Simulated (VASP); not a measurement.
# Si (P6_3/mmc) in VASP: notebook

The runs below take Si through single point, relaxation of the atoms, with PBE.

Program: VASP 6.6.1. These are calculated values, not measurements. Logs are shortened: lines on timing, memory, paths and dates and some standing lists are left out, and cuts for length are marked.

## (1) The cell of the first run

The structure is hexagonal, space group P6_3/mmc (No. 194). The conventional cell has a = 3.871 Å, b = 3.871 Å, c = 6.346 Å, α = 90.00°, β = 90.00°, γ = 120.00°. Si (site symmetry 3m) has 4 Si at 2.37 to 2.38 Å within 3.1 Å.

This isn't the form of Si at room conditions, which is diamond.

## (2) Single point, PBE (strained cell)

File INCAR:

```
PREC = Accurate
ENCUT = 520
EDIFF = 1E-7
ISMEAR = 0
SIGMA = 0.02
LREAL = False
LASPH = True
NELM = 100
ALGO = Normal
ISIF = 2
LWAVE = False
LCHARG = False
GGA = PE
NBANDS = 16
```

File KPOINTS:

```
regular mesh
0
Gamma
  9 9 6
```

File POSCAR:

```
Si
1.0
    3.8705962637      0.0000000000      0.0000000000
   -1.9352981318      3.3520346921      0.0000000000
    0.0000000000      0.0000000000      6.3456006828
Si
4
Direct
    0.3333333333      0.6666666667     -0.0005788517
    0.6666666667      0.3333333333      0.4994211483
    0.3333333333      0.6666666667      0.3745788517
    0.6666666667      0.3333333333      0.8745788517
```

Potentials or basis: VASP PAW PBE potentials, release 64 (Si).

Launch:

```bash
cat potpaw_PBE.64/Si/POTCAR > POTCAR
mpirun -np 1 vasp_std > vasp.out
```

OUTCAR:

```text
PREC = Accurate
   ENCUT = 520
   EDIFF = 1E-7
   ISMEAR = 0
   LREAL = False
   LASPH = True
   NELM = 100
   ISIF = 2
   GGA = PE

 ion  position               nearest neighbor table
   1  0.333  0.667  0.999-   4 2.37   4 2.37   4 2.37   3 2.38
   2  0.667  0.333  0.499-   3 2.37   3 2.37   3 2.37   4 2.38
   3  0.333  0.667  0.375-   2 2.37   2 2.37   2 2.37   1 2.38
   4  0.667  0.333  0.875-   1 2.37   1 2.37   1 2.37   2 2.38

  LATTYP: Found a hexagonal cell.
 ALAT       =     3.8705962637
 C/A-ratio  =     1.6394375054

  Lattice vectors:

 A1 = (   3.8705962637,   0.0000000000,   0.0000000000)
 A2 = (  -1.9352981318,   3.3520346921,   0.0000000000)
 A3 = (   0.0000000000,   0.0000000000,   6.3456006828)

Analysis of symmetry for initial positions (statically):
=====================================================================
 Subroutine PRICEL returns:
 Original cell was already a primitive cell.

 Routine SETGRP: Setting up the symmetry group for a
 hexagonal supercell.

 Subroutine GETGRP returns: Found 24 space group operations
 (whereof  6 operations were pure point group operations)
 out of a pool of 24 trial point group operations.

The static configuration has the point symmetry C_3v.
 The point group associated with its full space group is D_6h.

Analysis of symmetry for dynamics (positions and initial velocities):
=====================================================================
 Subroutine PRICEL returns:
 Original cell was already a primitive cell.

 Routine SETGRP: Setting up the symmetry group for a
 hexagonal supercell.

 Subroutine GETGRP returns: Found 24 space group operations
 (whereof  6 operations were pure point group operations)
 out of a pool of 24 trial point group operations.

The dynamic configuration has the point symmetry C_3v.
 The point group associated with its full space group is D_6h.

 Subroutine INISYM returns: Found 24 space group operations
 (whereof  6 operations are pure point group operations),
 and found     1 'primitive' translations

----------------------------------------------------------------------------------------

                                     Primitive cell

  volume of cell :      82.3302

  direct lattice vectors                    reciprocal lattice vectors
     3.870596264  0.000000000  0.000000000     0.258358127  0.149163134  0.000000000
    -1.935298132  3.352034692  0.000000000     0.000000000  0.298326268  0.000000000
     0.000000000  0.000000000  6.345600683     0.000000000  0.000000000  0.157589494

  length of vectors
     3.870596264  3.870596264  6.345600683     0.298326268  0.298326268  0.157589494

  position of ions in fractional coordinates (direct lattice)
     0.333333333  0.666666667  0.999421148
     0.666666667  0.333333333  0.499421148
     0.333333333  0.666666667  0.374578852
     0.666666667  0.333333333  0.874578852

  ion indices of the primitive-cell ions
   primitive index   ion index
                 1           1
                 2           2
                 3           3
                 4           4

----------------------------------------------------------------------------------------

 KPOINTS: regular mesh

Automatic generation of k-mesh.
 Grid dimensions read from file:
 generate k-points for:    9    9    6

 Generating k-lattice:

  Cartesian coordinates                     Fractional coordinates (reciprocal lattice)
     0.028706459  0.016573682  0.000000000     0.111111111 -0.000000000  0.000000000
     0.000000000  0.033147363  0.000000000     0.000000000  0.111111111  0.000000000
     0.000000000  0.000000000  0.026264916     0.000000000  0.000000000  0.166666667

  Length of vectors
     0.033147363  0.033147363  0.026264916

  Shift w.r.t. Gamma in fractional coordinates (k-lattice)
     0.000000000  0.000000000  0.000000000

 Subroutine IBZKPT returns following result:
 ===========================================

 Found     48 irreducible k-points:

 Following reciprocal coordinates:
            Coordinates               Weight
  0.000000  0.000000  0.000000      1.000000
  0.111111  0.000000  0.000000      6.000000
  0.222222  0.000000  0.000000      6.000000
  0.333333  0.000000  0.000000      6.000000
  0.444444  0.000000  0.000000      6.000000
  0.111111  0.111111  0.000000      6.000000
[... 16 lines left out ...]
  0.333333  0.222222  0.166667     24.000000
  0.333333  0.333333  0.166667      4.000000
 [... further k-points ...]
   k-points           NKPTS =     48   k-points in BZ     NKDIM =     48   number of bands    NBANDS=     16
   number of dos      NEDOS =    301   number of ions     NIONS =      4
   total plane-waves  NPLWV =  43200
   dimension x,y,z NGX =    30 NGY =   30 NGZ =   48
   dimension x,y,z NGXF=    60 NGYF=   60 NGZF=   96
   ions per type =               4
   NGX,Y,Z   is equivalent  to a cutoff of  12.89, 12.89, 12.58 a.u.
   NGXF,Y,Z  is equivalent  to a cutoff of  25.77, 25.77, 25.15 a.u.
 SYSTEM =  unknown system
   PREC   = accura    normal or accurate (medium, high low for compatibility)
   ISTART =      0    job   : 0-new  1-cont  2-samecut
   ICHARG =      2    charge: 1-file 2-atom 10-const
   ISPIN  =      1    spin polarized calculation?
   LNONCOLLINEAR =      F non collinear calculations
   LSORBIT =      F    spin-orbit coupling
   LASPH  =      T    aspherical Exc in radial PAW
   ENCUT  =  520.0 eV  38.22 Ry    6.18 a.u.   7.20  7.20 11.80*2*pi/ulx,y,z
   NELM   =    100;   NELMIN=  2; NELMDL= -5     # of ELM steps
   EDIFF  = 0.1E-06   stopping-criterion for ELM
   LREAL  =      F    real-space projection
   EDIFFG = 0.1E-05   stopping-criterion for IOM
   NSW    =      0    number of steps for IOM
   IBRION =     -1    ionic relax: 0-MD 1-quasi-New 2-CG
   NFREE  =      0    steps in history (QN), initial steepest desc. (CG)
   ISIF   =      2    stress and relaxation
   ISYM   =      2    0-nonsym 1-usesym 2-fastsym
   POTIM  = 0.5000    time-step for ionic-motion
   TEBEG  =    0.0;   TEEND  =   0.0 temperature during run
   PSTRESS=    0.0 pullay stress
   NELECT =      16.0000    total number of electrons
   NUPDOWN=      -1.0000    fix difference up-down
   EMIN   =  10.00;   EMAX   =-10.00  energy-range for DOS
   EFERMI =   0.00;   METHOD = LEGACY
   ISMEAR =     0;   SIGMA  =   0.02  broadening in eV -4-tet -1-fermi 0-gaus
   EFERMI_NEDOS =   21; number of points for ismear=-14 and -15
   IALGO  =     38    algorithm
   IMIX   =      4    mixing-type and parameters
     AMIX     =   0.40;   BMIX     =  1.00
     AMIX_MAG =   1.60;   BMIX_MAG =  1.00
  volume/ion in A,a.u.               =      20.58       138.90
  Fermi-wavevector in a.u.,A,eV,Ry     =   0.948262  1.791956 12.234376  0.899201
  Thomas-Fermi vector in A             =   2.076434
   LORBIT       =      0    0 simple, 1 ext, 2 COOP (PROOUT), +10 PAW based schemes
   GGA     = PE    functional components
   LHFCALC =     F    Hartree Fock is set to
   AEXX    =    0.0000 exact exchange contribution
   IVDW    =     0    specifies the selected vdW correction
   LEPSILON=     F    determine dielectric tensor
   LRPA    =     F    only Hartree local field effects (RPA)
 non-spin polarized calculation
 Gauss-broadening in eV      SIGMA  =   0.02
  energy-cutoff  :      520.00
  volume of cell :       82.33
 maximum number of plane-waves:      2235
 NGX is ok and might be reduce to    30
   NGX = 15   NGY = 15   NGZ = 23

 number of electron      16.0000001 magnetization

 Free energy of the ion-electron system (eV)
  ---------------------------------------------------
  ext. energy  EPLUGINS =         0.00000000
  ---------------------------------------------------
  free energy    TOTEN  =       -21.65044475 eV

  energy without entropy =      -21.65044475  energy(sigma->0) =      -21.65044475

 E-fermi :   5.8629     XC(G=0):  -9.2952

 val. band max:        5.7749506702   @ k =   0.0000   0.0000   0.0000
 cond. band min:       6.2545866589   @ k =   0.4444   0.0000   0.0000
 fundamental gap:      0.4796359888
 Fermi energy:         5.8628716668

 k-point     1 :       0.0000    0.0000    0.0000
  band No.  band energies     occupation
      1      -6.2343      2.00000
      2      -3.9654      2.00000
      3      -1.2866      2.00000
      4       4.2615      2.00000
      5       4.2615      2.00000
      6       5.5055      2.00000
[... 8 lines left out ...]
     15       9.9355      0.00000
     16      11.7086      0.00000

 k-point     2 :       0.1111    0.0000    0.0000
  band No.  band energies     occupation
      1      -6.0945      2.00000
      2      -3.8223      2.00000
      3      -1.2208      2.00000
      4       3.2061      2.00000
      5       3.9898      2.00000
      6       4.7692      2.00000
[... 8 lines left out ...]
     15      10.4568      0.00000
     16      10.9584      0.00000

 k-point     3 :       0.2222    0.0000    0.0000
  band No.  band energies     occupation
      1      -5.6821      2.00000
      2      -3.3989      2.00000
      3      -1.1326      2.00000
      4       1.7370      2.00000
      5       3.0716      2.00000
      6       3.4748      2.00000
[... 8 lines left out ...]
     15      11.6152      0.00000
     16      11.7536      0.00000

 k-point     4 :       0.3333    0.0000    0.0000
  band No.  band energies     occupation
      1      -5.0295      2.00000
      2      -2.7226      2.00000
      3      -1.4981      2.00000
      4       1.0147      2.00000
      5       1.4393      2.00000
      6       3.0405      2.00000
[... 8 lines left out ...]
     15      12.6902      0.00000
     16      12.8190      0.00000

 k-point     5 :       0.4444    0.0000    0.0000
  band No.  band energies     occupation
      1      -4.2888      2.00000
      2      -2.3538      2.00000
      3      -1.9367      2.00000
      4       0.1563      2.00000
      5       1.1726      2.00000
      6       2.8056      2.00000
[... 8 lines left out ...]
     15      12.2912      0.00000
     16      13.8195      0.00000

 k-point     6 :       0.1111    0.1111    0.0000
  band No.  band energies     occupation
      1      -5.8181      2.00000
      2      -3.5388      2.00000
      3      -1.1374      2.00000
      4       2.1882      2.00000
      5       3.3593      2.00000
      6       3.6100      2.00000
[... 8 lines left out ...]
     15      10.4571      0.00000
     16      11.2902      0.00000

 k-point     7 :       0.2222    0.1111    0.0000
  band No.  band energies     occupation
      1      -5.2816      2.00000
      2      -2.9851      2.00000
      3      -1.2474      2.00000
      4       1.2696      2.00000
      5       2.1254      2.00000
      6       2.6402      2.00000
[... 8 lines left out ...]
     15      11.5395      0.00000
     16      12.2141      0.00000

 k-point     8 :       0.3333    0.1111    0.0000
  band No.  band energies     occupation
      1      -4.5473      2.00000
      2      -2.2159      2.00000
      3      -1.9568      2.00000
      4       0.7055      2.00000
      5       1.1264      2.00000
      6       2.2575      2.00000
[... 8 lines left out ...]
     15      12.3670      0.00000
     16      12.5176      0.00000

 k-point     9 :       0.4444    0.1111    0.0000
  band No.  band energies     occupation
      1      -4.0097      2.00000
      2      -2.5766      2.00000
      3      -1.6340      2.00000
      4      -0.1051      2.00000
      5       1.2636      2.00000
      6       2.2548      2.00000
[... 8 lines left out ...]
     15      12.2582      0.00000
     16      13.6642      0.00000
[... 172 lines left out ...]
 k-point    19 :       0.2222    0.1111    0.1667
  band No.  band energies     occupation
      1      -5.1939      2.00000
      2      -3.3381      2.00000
      3      -0.8627      2.00000
      4       1.4762      2.00000
      5       1.8031      2.00000
      6       2.7371      2.00000
[... 8 lines left out ...]
     15      11.3126      0.00000
     16      11.9601      0.00000

 k-point    20 :       0.3333    0.1111    0.1667
  band No.  band energies     occupation
      1      -4.4626      2.00000
      2      -2.6792      2.00000
      3      -1.5981      2.00000
      4       0.4211      2.00000
      5       1.4496      2.00000
      6       2.3644      2.00000
[... 8 lines left out ...]
     15      12.2531      0.00000
     16      13.2638      0.00000

 k-point    21 :       0.4444    0.1111    0.1667
  band No.  band energies     occupation
      1      -3.9300      2.00000
      2      -2.6369      2.00000
      3      -1.7264      2.00000
      4      -0.3617      2.00000
      5       1.5795      2.00000
      6       2.3895      2.00000
[... 8 lines left out ...]
     15      13.7553      0.00000
     16      14.0112      0.00000

 k-point    22 :       0.2222    0.2222    0.1667
  band No.  band energies     occupation
      1      -4.5604      2.00000
      2      -2.7472      2.00000
      3      -1.3947      2.00000
      4       0.7637      2.00000
      5       1.6262      2.00000
      6       1.7354      2.00000
[... 8 lines left out ...]
     15      11.3383      0.00000
     16      12.0231      0.00000

 k-point    23 :       0.3333    0.2222    0.1667
  band No.  band energies     occupation
      1      -3.8127      2.00000
      2      -2.5737      2.00000
      3      -1.5976      2.00000
      4      -0.2458      2.00000
      5       1.1807      2.00000
      6       2.1277      2.00000
[... 8 lines left out ...]
     15      12.3656      0.00000
     16      13.0982      0.00000

 k-point    24 :       0.3333    0.3333    0.1667
  band No.  band energies     occupation
      1      -3.1143      2.00000
      2      -3.1143      2.00000
      3      -0.9443      2.00000
      4      -0.9443      2.00000
      5       0.8192      2.00000
      6       2.3657      2.00000
[... 8 lines left out ...]
     15      12.8089      0.00000
     16      12.9446      0.00000

 [... further k-points ...]
[... 5 lines left out ...]
  --------------------------------------------------------------------------------------
  -------------------------------------------------------------------------------------
  Total       -0.5617842     -0.5617842      0.1149640     -0.0000000     -0.0000000      0.0000000
  in kB      -10.9325387    -10.9325387      2.2372441     -0.0000000     -0.0000000      0.0000000
  external PRESSURE =      -6.5426111 kB  Pullay stress =       0.0000000 kB

 VOLUME and BASIS-vectors are now :
 -----------------------------------------------------------------------------
  energy-cutoff  :      520.00
  volume of cell :       82.33
      direct lattice vectors                 reciprocal lattice vectors
     3.870596264  0.000000000  0.000000000     0.258358127  0.149163134  0.000000000
    -1.935298132  3.352034692  0.000000000     0.000000000  0.298326268  0.000000000
     0.000000000  0.000000000  6.345600683     0.000000000  0.000000000  0.157589494

 POSITION                                       TOTAL-FORCE (eV/Angst)
 -----------------------------------------------------------------------------------
     -0.00000      2.23469      6.34193        -0.000000     -0.000000     -0.000324
      1.93530      1.11734      3.16913        -0.000000     -0.000000     -0.000324
     -0.00000      2.23469      2.37693         0.000000      0.000000      0.000324
      1.93530      1.11734      5.54973         0.000000      0.000000      0.000324
 -----------------------------------------------------------------------------------
    total drift:                               -0.000000      0.000000      0.000000

  FREE ENERGIE OF THE ION-ELECTRON SYSTEM (eV)
  ---------------------------------------------------
  free  energy   TOTEN  =       -21.6504447523 eV

  energy  without entropy=      -21.6504447523  energy(sigma->0) =      -21.65044475
```

Run time: 1.7 min. Hardware: 1 thread of Intel Xeon 8259CL, shared host; peak memory 0.21 GiB.

What came out:

```yaml
Free_energy: -21.6504 eV
Pressure: -0.7 GPa
Band_gap_on_the_k_mesh: 0.48 eV (least direct gap 0.90 eV)
```

Stress tensor (GPa, compression positive):
```
-1.09  0.00  0.00
 0.00 -1.09  0.00
 0.00  0.00  0.22
```

Levels at points of the mesh, in eV from the valence-band top:
| k point | band 4 | band 5 | band 6 | band 7 | band 8 | band 9 | band 10 | band 11 | band 12 | band 13 |
| --- | --- | --- | --- | --- | --- | --- | --- | --- | --- | --- |
| (0.00, 0.00, 0.00) | -1.51 | -1.51 | -0.27 | 0.00 | 0.00 | 0.90 | 2.00 | 2.00 | 2.45 | 3.25 |
| (0.00, 0.00, 0.50) | -4.11 | -0.92 | -0.92 | -0.92 | -0.92 | 1.69 | 1.69 | 2.98 | 2.98 | 2.98 |

Caveat: the cell differs from its parent crystal (strained cell). A k mesh can miss the band edges.

## (3) Single point, PBE (strained cell)

File INCAR:

```
ALGO = Normal ; EDIFF = 1E-6
ENCUT = 520 ; GGA = PE
ISIF = 2 ; ISMEAR = 0
LASPH = T ; LCHARG = T
LELF = T ; LREAL = F
LVHAR = T ; LWAVE = F
NBANDS = 16 ; NELM = 80
PREC = Accurate ; SIGMA = 0.02
```

File KPOINTS:

```
k-points
0
Gamma
  9 9 6
```

File POSCAR:

```
Si
1.0
    3.8705962637      0.0000000000      0.0000000000
   -1.9352981318      3.3520346921      0.0000000000
    0.0000000000      0.0000000000      6.3575796213
Si
4
Direct
    0.3333333333      0.6666666667     -0.0004646454
    0.6666666667      0.3333333333      0.4995353546
    0.3333333333      0.6666666667      0.3744646454
    0.6666666667      0.3333333333      0.8744646454
```

Potentials or basis: VASP PAW PBE potentials, release 64 (Si).

Launch:

```bash
cat potpaw_PBE.64/Si/POTCAR > POTCAR
mpirun -np 1 vasp_std > vasp.out
```

It took 89 s on 1 thread of Intel Xeon 8259CL, shared host; peak memory 0.21 GiB.

Results (log left out):

```
Free energy            : -21.6505 eV
Pressure               : -0.8 GPa
Band gap on the k mesh : 0.49 eV (least direct gap 0.91 eV)
```

Stress tensor (GPa, compression positive):
```
-1.15  0.00  0.00
 0.00 -1.15  0.00
 0.00  0.00 -0.16
```

Levels at points of the mesh, in eV from the valence-band top:
```tsv
k point	band 6	band 7	band 8	band 9	band 10	band 11
(0.00, 0.00, 0.00)	-0.28	0.00	0.00	0.91	2.01	2.01
(0.00, 0.00, 0.50)	-0.92	-0.92	-0.92	1.70	1.70	2.98
```

Caveat: the cell differs from its parent crystal (strained cell). A k mesh can miss the band edges.

(Continued in part 2 of 2.)
